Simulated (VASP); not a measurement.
CdTe:

```
CELL_PARAMETERS angstrom
0.00000 3.24718 3.24718
3.24718 0.00000 3.24718
3.24718 3.24718 0.00000
ATOMIC_POSITIONS crystal
Te 0.75000 0.75000 0.75000
Cd 0.00000 0.00000 0.00000
```

Base run:

```yaml
Program: VASP 6.6.1
Functional: r2SCAN50
Potentials_or_basis: VASP PAW PBE potentials, release 64 (Te, Cd)
Cutoff: 520 eV
k_mesh: 4 × 4 × 4
Occupations: fermi-dirac, width 0.05 eV
Spin: no spin polarisation
```

Its results: band gap on the k mesh 3.83 eV; pressure 0.0 GPa.

Task: The run is repeated on the same cell with these changes: functional from r2SCAN50 to HSE06; share of exact exchange from 0.5 to 0.25. What comes out?

Result: Band gap on the k mesh 1.54 eV; pressure 1.5 GPa.

Caveats: the PAW data sets were made with another functional, which shifts forces and pressure a little; spin-orbit coupling is left out, which moves the levels of the heavy elements.

